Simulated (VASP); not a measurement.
A run of VASP 6.6.1:

File INCAR:

```
PREC = Accurate
ENCUT = 520
EDIFF = 1E-6
ISMEAR = -1
SIGMA = 0.05
LREAL = Auto
LASPH = T
NELM = 120
ALGO = Normal
ISIF = 2
LWAVE = F
LCHARG = F
GGA = PS
NBANDS = 67
GGA_COMPAT = F
```

KPOINTS

```
regular mesh
0
Gamma
  1 1 1
```

File POSCAR:

```
H23NO10
1.0
    6.7320510000      0.0000000000      0.0000000000
    0.0000000000      6.7320510000      0.0000000000
    0.0000000000      0.0000000000      6.7320510000
O H N
10 23 1
Direct
    0.7998602506      0.9074203389      0.5317695900
    0.8748448281      0.6767922584      0.1891845442
    0.3351281801      0.8723344490      0.8833712044
    0.8988642540      0.1865256220      0.7676709520
    0.1137394830      0.0981870161      0.0660719891
    0.7387198938      0.3081527457      0.2770181034
    0.4163070066      0.3358411872      0.9025481239
    0.4795566760      0.1465823714      0.5514069932
    0.1410417123      0.7796880921      0.4705252530
    0.1526874945      0.5447374062      0.7503953847
    0.6966376220      1.0046715332      0.5051358048
    0.7339813676      0.8035589748      0.6929537521
    0.8510185083      0.5324528884      0.2302121597
    0.8233597755      0.7545694470      0.3130843780
    0.3587019766      0.9552066673      0.7692306550
    0.2487800523      0.9604205316      0.9804887099
    0.9203733008      0.3277307317      0.7297478881
    0.8996960956      0.0999992424      0.6430135482
    0.2254884878      0.1998796503      0.0331251204
    0.0159386790      0.1155962722     -0.0465088574
    0.6406814209      0.2468192829      0.3715806669
    0.7898335886      0.2144517325      0.1745381905
    0.3177040697      0.4486448484      0.8525039397
    0.5101714173      0.3912923417      1.0026216379
    0.3687434929      0.1602483404      0.4732435925
    0.4661432303      0.2037120634      0.6874725102
    0.1130116216      0.7520442136      0.3293052890
    0.0057486196      0.8364761348      0.5088939463
    0.1782963320      0.6727073220      0.8188143554
    0.1695619953      0.5966829425      0.6165877234
    0.5565168772      0.7813666296      0.8726760983
    0.6704791749      0.5570516326      0.8132142790
    0.7744593735      0.7212660748      0.9603611143
    0.6870565894      0.7095460210      0.8310246016
```

Potentials or basis: VASP PAW PBE potentials, release 64 (O, H, N).

Launch:

```console
$ cat potpaw_PBE.64/O/POTCAR potpaw_PBE.64/H/POTCAR potpaw_PBE.64/N/POTCAR > POTCAR
$ mpirun -np 1 vasp_gam > vasp.out
```

Hardware: 1 thread of Intel Xeon 8259CL, on a shared host.

How long does it take, and how much memory?

Run time: 100 s on 1 thread of Intel Xeon 8259CL, with other jobs on the host, peak memory 0.33 GiB. Counts: scf iterations 16, k points 1.
